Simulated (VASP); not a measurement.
A run of VASP 6.6.1 is set up as follows.

Contents of INCAR:

```
ALGO = Normal
EDIFF = 1E-6
ENCUT = 520
GGA = PE
ISIF = 2
ISMEAR = 0
ISPIN = 2
LASPH = T
LCHARG = F
LDAU = T
LDAUJ = 0 0
LDAUL = 2 -1
LDAUPRINT = 1
LDAUTYPE = 2
LDAUU = 3.9 0
LMAXMIX = 4
LORBIT = 11
LREAL = F
LWAVE = F
MAGMOM = 5 0
NBANDS = 20
NELM = 150
PREC = Accurate
SIGMA = 0.05
```

Contents of KPOINTS:

```
k-points
0
Gamma
  12 12 12
```

File POSCAR:

```
MnO
1.0
    0.0000000000      2.2230000000      2.2230000000
    2.2230000000      0.0000000000      2.2230000000
    2.2230000000      2.2230000000      0.0000000000
Mn O
1 1
Direct
    0.0000000000      0.0000000000      0.0000000000
    0.5000000000      0.5000000000      0.5000000000
```

Potentials or basis: VASP PAW PBE potentials, release 64 (Mn_pv, O).

Command:

```bash
$ cat potpaw_PBE.64/Mn_pv/POTCAR potpaw_PBE.64/O/POTCAR > POTCAR
$ mpirun -np 1 vasp_std > vasp.out
```

Problem. Predict the pressure.

Solution. 7.6 GPa.

Problem. Predict the net moment.

Solution. 5.00 μB per cell.

Eigenvalues of the final occupation matrices:
| site | spin | trace | eigenvalues |
| --- | --- | --- | --- |
| site 1 d | 1 | 4.77 | 0.94 0.94 0.94 0.98 0.98 |
| site 1 d | 2 | 0.20 | 0.02 0.02 0.02 0.07 0.07 |

Caveat: the cell stands under pressure; a cell with one magnetic atom can't hold antiferromagnetic order, which such compounds often take. The state reached can hang on the start; a lower one may exist.
